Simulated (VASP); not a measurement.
# Sc (P-1) in VASP: electric field gradients with LDA

Aim: the electric field gradients of Sc with LDA.

Program: VASP 6.6.1. These are calculated values, not measurements. Logs are shortened: lines on timing, memory, paths and dates and some standing lists are left out, and cuts for length are marked.

**1. The cell of the first run**

The typed cell holds 2 atoms: a = 3.309 Å, b = 3.294 Å, c = 5.268 Å, α = 89.79°, β = 89.43°, γ = 119.57°.

**2. Electric field gradients, LDA (equal xy, yz and zx shear strains of +1 %)**

Input file INCAR:

```
SYSTEM = Sc
  PREC = Accurate
  ENCUT = 520
  EDIFF = 1E-8
  ISMEAR = -1
  SIGMA = 0.03
  LREAL = .FALSE.
  LASPH = .TRUE.
  NELM = 80
  ALGO = Normal
  ISIF = 2
  LWAVE = .FALSE.
  LCHARG = .FALSE.
  LEFG = .TRUE.
  NBANDS = 18
```

Input file KPOINTS:

```
Automatic mesh
0
G
  13 13 7
  0 0 0
```

Input file POSCAR:

```
Sc
1.0
    3.3087978973      0.0165439895      0.0165439895
   -1.6400714334      2.8572310403      0.0060555204
    0.0263400000      0.0263400000      5.2680000000
Sc
2
Direct
    0.3333333333      0.6666666667      0.2500000000
    0.6666666667      0.3333333333      0.7500000000
```

Potentials or basis: VASP PAW LDA potentials, release 64 (Sc_sv).

Run with:

```sh
cat potpaw_LDA.64/Sc_sv/POTCAR > POTCAR
mpirun -np 1 vasp_std > vasp.out
```

OUTCAR:

```text
SYSTEM = Sc
   PREC = Accurate
   ENCUT = 520
   EDIFF = 1E-8
   ISMEAR = -1
   LREAL = .FALSE.
   LASPH = .TRUE.
   NELM = 80
   ISIF = 2

 ion  position               nearest neighbor table
   1  0.333  0.667  0.250-   2 3.24   2 3.24   2 3.24   2 3.25   2 3.27   2 3.28
   2  0.667  0.333  0.750-   1 3.24   1 3.24   1 3.24   1 3.25   1 3.27   1 3.28

  LATTYP: Found a triclinic cell.
 ALAT       =     3.3232125528
 B/A-ratio  =     0.9913558883
 C/A-ratio  =     1.5852527079
 COS(alpha) =     0.0036852528
 COS(beta)  =     0.0136346634
 COS(gamma) =     0.5000188430

  Lattice vectors:

 A1 = (   1.6687264639,   2.8737750298,   0.0225995099)
 A2 = (  -1.6400714334,   2.8572310403,   0.0060555204)
 A3 = (   0.0263400000,   0.0263400000,   5.2680000000)

Analysis of symmetry for initial positions (statically):
=====================================================================
 Subroutine PRICEL returns:
 Original cell was already a primitive cell.

 Routine SETGRP: Setting up the symmetry group for a
 triclinic supercell.

 Subroutine GETGRP returns: Found  2 space group operations
 (whereof  2 operations were pure point group operations)
 out of a pool of  2 trial point group operations.

The static configuration has the point symmetry S_2 .

Analysis of symmetry for dynamics (positions and initial velocities):
=====================================================================
 Subroutine PRICEL returns:
 Original cell was already a primitive cell.

 Routine SETGRP: Setting up the symmetry group for a
 triclinic supercell.

 Subroutine GETGRP returns: Found  2 space group operations
 (whereof  2 operations were pure point group operations)
 out of a pool of  2 trial point group operations.

The dynamic configuration has the point symmetry S_2 .

 Subroutine INISYM returns: Found  2 space group operations
 (whereof  2 operations are pure point group operations),
 and found     1 'primitive' translations

----------------------------------------------------------------------------------------

                                     Primitive cell

  volume of cell :      49.9441

  direct lattice vectors                    reciprocal lattice vectors
     3.308797897  0.016543989  0.016543989     0.301371450  0.172994435 -0.002371829
    -1.640071433  2.857231040  0.006055520    -0.001736300  0.348996229 -0.001736300
     0.026340000  0.026340000  5.268000000    -0.000944452 -0.000944452  0.189834805

  length of vectors
     3.308880616  3.294486332  5.268131698     0.347501728  0.349004867  0.189839504

  position of ions in fractional coordinates (direct lattice)
     0.333333333  0.666666667  0.250000000
     0.666666667  0.333333333  0.750000000

  ion indices of the primitive-cell ions
   primitive index   ion index
                 1           1
                 2           2

----------------------------------------------------------------------------------------

 KPOINTS: Automatic mesh

Automatic generation of k-mesh.
 Grid dimensions read from file:
 generate k-points for:   13   13    7

 Generating k-lattice:

  Cartesian coordinates                     Fractional coordinates (reciprocal lattice)
     0.023182419  0.013307264 -0.000182448     0.076923077 -0.000000000 -0.000000000
    -0.000133562  0.026845864 -0.000133562    -0.000000000  0.076923077 -0.000000000
    -0.000134922 -0.000134922  0.027119258     0.000000000 -0.000000000  0.142857143

  Length of vectors
     0.026730902  0.026846528  0.027119929

  Shift w.r.t. Gamma in fractional coordinates (k-lattice)
     0.000000000  0.000000000  0.000000000

 Subroutine IBZKPT returns following result:
 ===========================================

 Found    592 irreducible k-points:

 Following reciprocal coordinates:
            Coordinates               Weight
  0.000000  0.000000  0.000000      1.000000
  0.076923  0.000000  0.000000      2.000000
  0.153846  0.000000  0.000000      2.000000
  0.230769  0.000000  0.000000      2.000000
  0.307692  0.000000  0.000000      2.000000
  0.384615  0.000000 -0.000000      2.000000
[... 16 lines left out ...]
  0.153846  0.153846 -0.000000      2.000000
  0.230769  0.153846  0.000000      2.000000
 [... further k-points ...]
   k-points           NKPTS =    592   k-points in BZ     NKDIM =    592   number of bands    NBANDS=     18
   number of dos      NEDOS =    301   number of ions     NIONS =      2
   total plane-waves  NPLWV =  31360
   dimension x,y,z NGX =    28 NGY =   28 NGZ =   40
   dimension x,y,z NGXF=    56 NGYF=   56 NGZF=   80
   ions per type =               2
   NGX,Y,Z   is equivalent  to a cutoff of  14.07, 14.13, 12.62 a.u.
   NGXF,Y,Z  is equivalent  to a cutoff of  28.14, 28.26, 25.25 a.u.
 SYSTEM =  Sc
   PREC   = accura    normal or accurate (medium, high low for compatibility)
   ISTART =      0    job   : 0-new  1-cont  2-samecut
   ICHARG =      2    charge: 1-file 2-atom 10-const
   ISPIN  =      1    spin polarized calculation?
   LNONCOLLINEAR =      F non collinear calculations
   LSORBIT =      F    spin-orbit coupling
   LASPH  =      T    aspherical Exc in radial PAW
   ENCUT  =  520.0 eV  38.22 Ry    6.18 a.u.   6.15  6.13  9.80*2*pi/ulx,y,z
   NELM   =     80;   NELMIN=  2; NELMDL= -5     # of ELM steps
   EDIFF  = 0.1E-07   stopping-criterion for ELM
   LREAL  =      F    real-space projection
   EDIFFG = 0.1E-06   stopping-criterion for IOM
   NSW    =      0    number of steps for IOM
   IBRION =     -1    ionic relax: 0-MD 1-quasi-New 2-CG
   NFREE  =      0    steps in history (QN), initial steepest desc. (CG)
   ISIF   =      2    stress and relaxation
   ISYM   =      2    0-nonsym 1-usesym 2-fastsym
   POTIM  = 0.5000    time-step for ionic-motion
   TEBEG  =    0.0;   TEEND  =   0.0 temperature during run
   PSTRESS=    0.0 pullay stress
   NELECT =      22.0000    total number of electrons
   NUPDOWN=      -1.0000    fix difference up-down
   EMIN   =  10.00;   EMAX   =-10.00  energy-range for DOS
   EFERMI =   0.00;   METHOD = LEGACY
   ISMEAR =    -1;   SIGMA  =   0.03  broadening in eV -4-tet -1-fermi 0-gaus
   EFERMI_NEDOS =   21; number of points for ismear=-14 and -15
   IALGO  =     38    algorithm
   IMIX   =      4    mixing-type and parameters
     AMIX     =   0.40;   BMIX     =  1.00
     AMIX_MAG =   1.60;   BMIX_MAG =  1.00
  volume/ion in A,a.u.               =      24.97       168.52
  Fermi-wavevector in a.u.,A,eV,Ry     =   1.245626  2.353891 21.110576  1.551584
  Thomas-Fermi vector in A             =   2.379840
   LORBIT       =      0    0 simple, 1 ext, 2 COOP (PROOUT), +10 PAW based schemes
   GGA     = CA    functional components
   LHFCALC =     F    Hartree Fock is set to
   AEXX    =    0.0000 exact exchange contribution
   IVDW    =     0    specifies the selected vdW correction
   LEPSILON=     F    determine dielectric tensor
   LRPA    =     F    only Hartree local field effects (RPA)
 non-spin polarized calculation
  energy-cutoff  :      520.00
  volume of cell :       49.94
 maximum number of plane-waves:      1361
 NGX is ok and might be reduce to    28
   NGX = 13   NGY = 13   NGZ = 19

 number of electron      21.9999999 magnetization

 Free energy of the ion-electron system (eV)
  ---------------------------------------------------
  ext. energy  EPLUGINS =         0.00000000
  ---------------------------------------------------
  free energy    TOTEN  =       -13.36187837 eV

  energy without entropy =      -13.34784252  energy(sigma->0) =      -13.35486044

 E-fermi :   3.3921     XC(G=0): -10.0901

 val. band max:        3.3914204838   @ k =  -0.0000   0.3846   0.1429
 cond. band min:       3.3922573944   @ k =  -0.4615   0.0769   0.4286
 fundamental gap:      0.0008369106
 Fermi energy:         3.3921079321

 k-point     1 :       0.0000    0.0000    0.0000
  band No.  band energies     occupation
      1     -45.4660      2.00000
      2     -45.4002      2.00000
      3     -24.6197      2.00000
      4     -24.2892      2.00000
      5     -24.2859      2.00000
      6     -24.2304      2.00000
[... 10 lines left out ...]
     17       5.6740      0.00000
     18       5.6941      0.00000
[... 463 lines left out ...]
 k-point    24 :       0.2308    0.1538    0.0000
  band No.  band energies     occupation
      1     -45.4253      2.00000
      2     -45.3879      2.00000
      3     -24.5015      2.00000
      4     -24.4654      2.00000
      5     -24.4395      2.00000
      6     -24.3513      2.00000
[... 10 lines left out ...]
     17       6.5225      0.00000
     18       6.8666      0.00000

 [... further k-points ...]

------------------------ aborting loop because EDIFF is reached ----------------------------------------

  FORCE on cell =-STRESS in cart. coord.  units (eV):
  Direction    XX          YY          ZZ          XY          YZ          ZX
  --------------------------------------------------------------------------------------
  -------------------------------------------------------------------------------------
  Total       -1.4457036     -1.4451186     -2.0062025     -0.1049700     -0.0798772     -0.0799122
  in kB      -46.3772966    -46.3585293    -64.3577616     -3.3673749     -2.5624135     -2.5635352
  external PRESSURE =     -52.3645292 kB  Pullay stress =       0.0000000 kB

 VOLUME and BASIS-vectors are now :
 -----------------------------------------------------------------------------
  energy-cutoff  :      520.00
  volume of cell :       49.94
      direct lattice vectors                 reciprocal lattice vectors
     3.308797897  0.016543989  0.016543989     0.301371450  0.172994435 -0.002371829
    -1.640071433  2.857231040  0.006055520    -0.001736300  0.348996229 -0.001736300
     0.026340000  0.026340000  5.268000000    -0.000944452 -0.000944452  0.189834805

 POSITION                                       TOTAL-FORCE (eV/Angst)
 -----------------------------------------------------------------------------------
      0.01614      1.91692      1.32655        -0.010423      0.000019      0.000886
      1.67893      0.98319      3.96405         0.010423     -0.000019     -0.000886
 -----------------------------------------------------------------------------------
    total drift:                                0.000000     -0.000000     -0.000000

  FREE ENERGIE OF THE ION-ELECTRON SYSTEM (eV)
  ---------------------------------------------------
  free  energy   TOTEN  =       -13.3618783682 eV

  energy  without entropy=      -13.3478425218  energy(sigma->0) =      -13.35486044

 Electric field gradients (V/A^2)
---------------------------------------------------------------------
 ion       V_xx      V_yy      V_zz      V_xy      V_xz      V_yz
---------------------------------------------------------------------
   1      -4.830    -4.779     9.610    -1.003    -1.061    -1.061
   2      -4.830    -4.779     9.610    -1.003    -1.061    -1.061
---------------------------------------------------------------------

 Electric field gradients after diagonalization (V/A^2)
 (convention: |V_zz| > |V_xx| > |V_yy|)
----------------------------------------------------------------------
 ion       V_xx      V_yy      V_zz     asymmetry (V_yy - V_xx)/ V_zz
----------------------------------------------------------------------
   1      -5.953    -3.801     9.754       0.221
   2      -5.953    -3.801     9.754       0.221
----------------------------------------------------------------------

           NMR quadrupolar parameters

 Cq : quadrupolar parameter    Cq=e*Q*V_zz/h
 eta: asymmetry parameters     (V_yy - V_xx)/ V_zz
 Q  : nuclear electric quadrupole moment in mb (millibarn)
----------------------------------------------------------------------
 ion       Cq(MHz)       eta       Q (mb)
----------------------------------------------------------------------
   1       0.024       0.221       1.000
   2       0.024       0.221       1.000
----------------------------------------------------------------------
```

Wall time 12 min (1 thread of Intel Xeon 8259CL, shared host); peak memory 0.5 GiB.

What came out:

| Item | Value |
| --- | --- |
| Free energy | -13.3619 eV |
| Pressure | -5.2 GPa |
| Largest force | 0.010 eV/Å |
| Band gap on the k mesh | zero (bands 11 and 12 overlap by 1.19 eV) |
| Largest electric field gradient by atom | Sc +9.8 V/Å² |

Forces on the atoms (eV/Å):
```
Sc  -0.010  0.000  0.001
Sc   0.010  0.000 -0.001
```

Electric field gradients, principal values (V/Å²):
| atom | least | middle | greatest (by size) |
| --- | --- | --- | --- |
| 1 Sc | -3.801 | -5.953 | 9.754 |
| 2 Sc | -3.801 | -5.953 | 9.754 |

Caveat: the cell differs from its parent crystal (equal xy, yz and zx shear strains of +1 %); the cell stands under tension; without QUAD_EFG the Cq values of the log hold for a quadrupole moment of 1 mb, not for the nuclei.
